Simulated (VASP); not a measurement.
# C (Cmme) in VASP: a series of runs

Runs on C. Level: LDA. Tasks: single point.

Program: VASP 6.6.1. These are calculated values, not measurements. Logs are shortened: lines on timing, memory, paths and dates and some standing lists are left out, and cuts for length are marked.

### 1 The cell of the first run

Symmetry: Cmme, No. 67, orthorhombic system. The conventional cell has a = 2.456 Å, b = 4.254 Å, c = 7.173 Å, α = 90.00°, β = 90.00°, γ = 90.00°. C (site symmetry m) has 3 C at 1.42 Å within 1.9 Å.

### 2 Single point, LDA

File INCAR:

```
SYSTEM = C
PREC = Accurate ; ENCUT = 520
EDIFF = 1E-7 ; ISMEAR = 1
SIGMA = 0.5 ; LREAL = .False.
LASPH = .True. ; NELM = 100
ALGO = Normal ; ISIF = 2
LWAVE = .False. ; LCHARG = .False.
NBANDS = 16
```

File KPOINTS:

```
regular mesh
0
Gamma
  18 18 6
  0 0 0
```

File POSCAR:

```
C
1.0
    1.2280479700     -2.1270618200      0.0000000000
    1.2280479700      2.1270618200      0.0000000000
    0.0000000000      0.0000000000      7.1732677600
C
4
Direct
    0.0833794600      0.9166205400      0.7531376000
    0.5833794600      0.4166205400      0.2468624000
    0.9166205400      0.0833794600      0.2468624000
    0.4166205400      0.5833794600      0.7531376000
```

Potentials or basis: VASP PAW LDA potentials, release 64 (C).

Run with:

```bash
> cat potpaw_LDA.64/C/POTCAR > POTCAR
> mpirun -np 1 vasp_std > vasp.out
```

OUTCAR:

```text
SYSTEM = C
   PREC = Accurate
   ENCUT = 520
   EDIFF = 1E-7
   ISMEAR = 1
   LREAL = .False.
   LASPH = .True.
   NELM = 100
   ISIF = 2

 ion  position               nearest neighbor table
   1  0.083  0.917  0.753-   4 1.42   4 1.42   4 1.42
   2  0.583  0.417  0.247-   3 1.42   3 1.42   3 1.42
   3  0.917  0.083  0.247-   2 1.42   2 1.42   2 1.42
   4  0.417  0.583  0.753-   1 1.42   1 1.42   1 1.42

  LATTYP: Found a hexagonal cell.
 ALAT       =     2.4561135566
 C/A-ratio  =     2.9205765918

  Lattice vectors:

 A1 = (   1.2280479700,  -2.1270618200,   0.0000000000)
 A2 = (   1.2280479700,   2.1270618200,   0.0000000000)
 A3 = (   0.0000000000,   0.0000000000,   7.1732677600)

Analysis of symmetry for initial positions (statically):
=====================================================================
 Subroutine PRICEL returns:
 Original cell was already a primitive cell.

 Routine SETGRP: Setting up the symmetry group for a
 hexagonal supercell.

 Subroutine GETGRP returns: Found  8 space group operations
 (whereof  4 operations were pure point group operations)
 out of a pool of 24 trial point group operations.

The static configuration has the point symmetry C_2h.
 The point group associated with its full space group is D_2h.

Analysis of symmetry for dynamics (positions and initial velocities):
=====================================================================
 Subroutine PRICEL returns:
 Original cell was already a primitive cell.

 Routine SETGRP: Setting up the symmetry group for a
 hexagonal supercell.

 Subroutine GETGRP returns: Found  8 space group operations
 (whereof  4 operations were pure point group operations)
 out of a pool of 24 trial point group operations.

The dynamic configuration has the point symmetry C_2h.
 The point group associated with its full space group is D_2h.

 Subroutine INISYM returns: Found  8 space group operations
 (whereof  4 operations are pure point group operations),
 and found     1 'primitive' translations

----------------------------------------------------------------------------------------

                                     Primitive cell

  volume of cell :      37.4751

  direct lattice vectors                    reciprocal lattice vectors
     1.228047970 -2.127061820  0.000000000     0.407150219 -0.235066041  0.000000000
     1.228047970  2.127061820  0.000000000     0.407150219  0.235066041  0.000000000
[... 92 lines left out ...]
   NSW    =      0    number of steps for IOM
   IBRION =     -1    ionic relax: 0-MD 1-quasi-New 2-CG
   NFREE  =      0    steps in history (QN), initial steepest desc. (CG)
   ISIF   =      2    stress and relaxation
   ISYM   =      2    0-nonsym 1-usesym 2-fastsym
   POTIM  = 0.5000    time-step for ionic-motion
   TEBEG  =    0.0;   TEEND  =   0.0 temperature during run
   PSTRESS=    0.0 pullay stress
   NELECT =      16.0000    total number of electrons
   NUPDOWN=      -1.0000    fix difference up-down
   EMIN   =  10.00;   EMAX   =-10.00  energy-range for DOS
   EFERMI =   0.00;   METHOD = LEGACY
   ISMEAR =     1;   SIGMA  =   0.50  broadening in eV -4-tet -1-fermi 0-gaus
   EFERMI_NEDOS =   21; number of points for ismear=-14 and -15
   IALGO  =     38    algorithm
   IMIX   =      4    mixing-type and parameters
     AMIX     =   0.40;   BMIX     =  1.00
     AMIX_MAG =   1.60;   BMIX_MAG =  1.00
  volume/ion in A,a.u.               =       9.37        63.22
  Fermi-wavevector in a.u.,A,eV,Ry     =   1.232728  2.329519 20.675669  1.519619
  Thomas-Fermi vector in A             =   2.367487
   LORBIT       =      0    0 simple, 1 ext, 2 COOP (PROOUT), +10 PAW based schemes
   GGA     = CA    functional components
   LHFCALC =     F    Hartree Fock is set to
   AEXX    =    0.0000 exact exchange contribution
   IVDW    =     0    specifies the selected vdW correction
   LEPSILON=     F    determine dielectric tensor
   LRPA    =     F    only Hartree local field effects (RPA)
 non-spin polarized calculation
 Methfessel and Paxton  Order N= 1 SIGMA  =   0.50
  energy-cutoff  :      520.00
  volume of cell :       37.48
 maximum number of plane-waves:      1028
   NGX =  9   NGY =  9   NGZ = 27

 number of electron      15.9999996 magnetization

 Free energy of the ion-electron system (eV)
  ---------------------------------------------------
  ext. energy  EPLUGINS =         0.00000000
  ---------------------------------------------------
  free energy    TOTEN  =       -40.42745940 eV

  energy without entropy =      -40.43083562  energy(sigma->0) =      -40.42858481

 E-fermi :   4.0442     XC(G=0): -10.3386

 val. band max:        4.0250107847   @ k =   0.3333   0.3333   0.5000
 cond. band min:       4.0497074937   @ k =   0.3333   0.3333   0.5000
 fundamental gap:      0.0246967091
 Fermi energy:         4.0441618280

 k-point     1 :       0.0000    0.0000    0.0000
  band No.  band energies     occupation
      1     -15.4268      2.00000
      2     -15.2373      2.00000
      3      -4.3646      2.00000
      4      -2.9060      2.00000
      5       1.0200      2.00000
      6       1.0260      2.00000
[... 433 lines left out ...]
      3      -3.7370      2.00000
      4      -2.3101      2.00000
      5      -0.7203      2.00000
      6      -0.7025      2.00000
[... 8 lines left out ...]
     15      14.1575      0.00000
     16      14.2175      0.00000

 [... further k-points ...]

------------------------ aborting loop because EDIFF is reached ----------------------------------------

  FORCE on cell =-STRESS in cart. coord.  units (eV):
  Direction    XX          YY          ZZ          XY          YZ          ZX
  --------------------------------------------------------------------------------------
  -------------------------------------------------------------------------------------
  Total       -0.9622044     -0.9978424     -0.2818869      0.0000000     -0.0000000      0.0000000
  in kB      -41.1372668    -42.6609059    -12.0515512      0.0000000     -0.0000000      0.0000000
  external PRESSURE =     -31.9499080 kB  Pullay stress =       0.0000000 kB

 VOLUME and BASIS-vectors are now :
 -----------------------------------------------------------------------------
  energy-cutoff  :      520.00
  volume of cell :       37.48
      direct lattice vectors                 reciprocal lattice vectors
     1.228047970 -2.127061820  0.000000000     0.407150219 -0.235066041  0.000000000
     1.228047970  2.127061820  0.000000000     0.407150219  0.235066041  0.000000000
     0.000000000  0.000000000  7.173267760     0.000000000  0.000000000  0.139406479

 POSITION                                       TOTAL-FORCE (eV/Angst)
 -----------------------------------------------------------------------------------
      1.22805      1.77236      5.40246         0.000000      0.024240     -0.003286
      1.22805     -0.35471      1.77081         0.000000      0.024240      0.003286
      1.22805     -1.77236      1.77081         0.000000     -0.024240      0.003286
      1.22805      0.35471      5.40246         0.000000     -0.024240     -0.003286
 -----------------------------------------------------------------------------------
    total drift:                                0.000000     -0.000000      0.000000

  FREE ENERGIE OF THE ION-ELECTRON SYSTEM (eV)
  ---------------------------------------------------
  free  energy   TOTEN  =       -40.4274594013 eV

  energy  without entropy=      -40.4308356245  energy(sigma->0) =      -40.42858481
```

Run time: 4.4 min. Hardware: 1 thread of Intel Xeon 8259CL, shared host; peak memory 0.25 GiB.

Results:

```
Free energy   : -40.4275 eV
Pressure      : -3.2 GPa
Largest force : 0.024 eV/Å
```

Forces in eV/Å, atoms in the order of the input:
```
C    0.000  0.024 -0.003
C    0.000  0.024  0.003
C    0.000 -0.024  0.003
C    0.000 -0.024 -0.003
```

### 3 Single point, LDA

File INCAR:

```
SYSTEM = C
PREC = Accurate ; ENCUT = 520
EDIFF = 1E-6 ; ISMEAR = 0
SIGMA = 0.1 ; LREAL = .FALSE.
LASPH = .TRUE. ; NELM = 100
ALGO = Normal ; ISIF = 2
LWAVE = .FALSE. ; LCHARG = .FALSE.
NBANDS = 16
```

File KPOINTS:

```
regular mesh
0
G
  18 18 6
  0 0 0
```

POSCAR is that of step 2.

Potentials or basis: VASP PAW LDA potentials, release 64 (C).

Run with:

```bash
> cat potpaw_LDA.64/C/POTCAR > POTCAR
> mpirun -np 1 vasp_std > vasp.out
```

It took 3.8 min on 1 thread of Intel Xeon 8259CL, shared host; peak memory 0.25 GiB.

Results (log left out):

```
Free energy            : -40.4279 eV
Pressure               : -3.2 GPa
Largest force          : 0.026 eV/Å
Band gap on the k mesh : 0.02 eV
```

Forces in eV/Å, atoms in the order of the input:
```
C    0.000  0.026 -0.003
C    0.000  0.026  0.003
C    0.000 -0.026  0.003
C    0.000 -0.026 -0.003
```

Stress tensor (GPa, compression positive):
```
-4.08  0.00  0.00
 0.00 -4.24  0.00
 0.00  0.00 -1.25
```

Levels at points of the mesh, in eV from the valence-band top:
```tsv
k point	band 6	band 7	band 8	band 9	band 10	band 11
(0.00, 0.00, 0.00)	-3.00	-3.00	-2.98	3.35	8.34	8.37
(0.50, 0.00, 0.00)	-6.40	-2.41	-2.41	1.75	1.75	7.60
(0.50, 0.50, 0.00)	-6.38	-2.84	-1.83	1.06	2.27	7.47
(0.00, 0.00, 0.50)	-3.00	-2.99	-2.99	5.42	5.63	8.36
(0.50, 0.00, 0.50)	-6.40	-2.36	-2.36	1.62	1.62	7.60
(0.50, 0.50, 0.50)	-6.40	-2.40	-2.32	1.58	1.65	7.59
```

A k mesh can miss the band edges.

### 4 Single point, LDA

File INCAR:

```
ALGO = Normal
EDIFF = 1E-7
ENCUT = 520
ISIF = 2
ISMEAR = 0
LASPH = T
LCHARG = F
LREAL = F
LWAVE = F
NBANDS = 16
NELM = 80
PREC = Accurate
SIGMA = 0.1
```

File KPOINTS:

```
k-points
0
Gamma
  18 18 6
```

POSCAR is that of step 3.

Run with:

```bash
> cat potpaw_LDA.64/C/POTCAR > POTCAR
> mpirun -np 1 vasp_std > vasp.out
```

Wall time 3.9 min (1 thread of Intel Xeon 8259CL, shared host); peak memory 0.25 GiB.

Results (log left out):

```
Free energy            : -40.4279 eV
Pressure               : -3.2 GPa
Largest force          : 0.026 eV/Å
Band gap on the k mesh : 0.02 eV
```

Forces on the atoms (eV/Å):
```
C    0.000  0.026 -0.003
C    0.000  0.026  0.003
C    0.000 -0.026  0.003
C    0.000 -0.026 -0.003
```

Stress tensor (GPa, compression positive):
```
-4.08  0.00  0.00
 0.00 -4.24  0.00
 0.00  0.00 -1.24
```

Levels at points of the mesh, in eV from the valence-band top:
| k point | band 6 | band 7 | band 8 | band 9 | band 10 | band 11 |
| --- | --- | --- | --- | --- | --- | --- |
| (0.00, 0.00, 0.00) | -3.00 | -3.00 | -2.98 | 3.35 | 8.34 | 8.37 |
| (0.50, 0.00, 0.00) | -6.40 | -2.41 | -2.41 | 1.75 | 1.75 | 7.60 |
| (0.50, 0.50, 0.00) | -6.38 | -2.84 | -1.83 | 1.06 | 2.27 | 7.47 |
| (0.00, 0.00, 0.50) | -3.00 | -2.99 | -2.99 | 5.42 | 5.63 | 8.36 |
| (0.50, 0.00, 0.50) | -6.40 | -2.36 | -2.36 | 1.62 | 1.62 | 7.60 |
| (0.50, 0.50, 0.50) | -6.40 | -2.40 | -2.32 | 1.58 | 1.65 | 7.59 |

A k mesh can miss the band edges.

### 5 Single point, LDA

File INCAR:

```
SYSTEM = C
PREC = Accurate
ENCUT = 520
EDIFF = 1E-6
ISMEAR = 0
SIGMA = 0.1
LREAL = .False.
LASPH = .True.
NELM = 60
ALGO = Normal
ISIF = 2
LWAVE = .False.
LCHARG = .False.
GGA = CA
NBANDS = 16
```

File KPOINTS:

```
Automatic mesh
0
Gamma
  18 18 6
  0 0 0
```

POSCAR is that of step 4.

Run with:

```bash
> cat potpaw_LDA.64/C/POTCAR > POTCAR
> mpirun -np 1 vasp_std > vasp.out
```

Run time: 3.7 min. Hardware: 1 thread of Intel Xeon 8259CL, shared host; peak memory 0.25 GiB.

Results (log left out):

* Free energy: -40.4279 eV
* Pressure: -3.2 GPa
* Largest force: 0.026 eV/Å
* Band gap on the k mesh: 0.02 eV

Forces on the atoms (eV/Å):
```
C    0.000  0.026 -0.003
C    0.000  0.026  0.003
C    0.000 -0.026  0.003
C    0.000 -0.026 -0.003
```

Stress tensor (GPa, compression positive):
```
-4.08  0.00  0.00
 0.00 -4.24  0.00
 0.00  0.00 -1.25
```

Levels at points of the mesh, in eV from the valence-band top:
```csv
k point,band 5,band 6,band 7,band 8,band 9,band 10,band 11,band 12
"(0.00, 0.00, 0.00)",-3.01,-3.00,-3.00,-2.98,3.35,8.34,8.37,8.39
"(0.50, 0.00, 0.00)",-6.40,-6.40,-2.41,-2.41,1.75,1.75,7.60,7.60
"(0.50, 0.50, 0.00)",-6.41,-6.38,-2.84,-1.83,1.06,2.27,7.47,7.73
"(0.00, 0.00, 0.50)",-3.00,-3.00,-2.99,-2.99,5.42,5.63,8.36,8.37
"(0.50, 0.00, 0.50)",-6.40,-6.40,-2.36,-2.36,1.62,1.62,7.60,7.60
"(0.50, 0.50, 0.50)",-6.40,-6.40,-2.40,-2.32,1.58,1.65,7.59,7.61
```

A k mesh can miss the band edges.
